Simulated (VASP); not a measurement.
A run of VASP 6.6.1:

INCAR

```
PREC = Accurate
ENCUT = 520
EDIFF = 1E-6
ISMEAR = 0
SIGMA = 0.001
LREAL = False
LASPH = True
NELM = 80
ALGO = Normal
ISIF = 2
LWAVE = False
LCHARG = True
GGA = PE
LELF = True
LVHAR = True
NBANDS = 32
```

Contents of KPOINTS:

```
regular mesh
0
Gamma
  5 5 5
```

The input POSCAR:

```
RbSb4As3
1.0
    4.5673430000      0.0000000000      0.0000000000
   -2.2836710000      3.9554380000      0.0000000000
   -2.2836710000      1.3184790000     12.5688990000
Rb Sb As
1 4 3
Direct
    0.5000000000      0.5000000000      0.5000000000
    0.0864700000      0.9135300000      0.2594100000
    0.9135300000      0.0864700000      0.7405900000
    0.3024200000      0.6975800000      0.9072600000
    0.6975800000      0.3024200000      0.0927400000
    0.2310000000      0.7690000000      0.6930000000
    0.7690000000      0.2310000000      0.3070000000
    0.0000000000      0.0000000000      0.0000000000
```

Potentials or basis: VASP PAW PBE potentials, release 64 (Rb_sv, Sb, As).

Launch:

```sh
$ cat potpaw_PBE.64/Rb_sv/POTCAR potpaw_PBE.64/Sb/POTCAR potpaw_PBE.64/As/POTCAR > POTCAR
$ mpirun -np 1 vasp_std > vasp.out
```

Hardware: 1 thread of Oxide Virtual Turin-like Processor, with other jobs on the host.

Q: How long does it take, and how much memory?

A: Wall time 4.4 min on 1 thread of Oxide Virtual Turin-like Processor, with other jobs on the host, peak memory 0.38 GiB. Counts: scf iterations 14, k points 19.
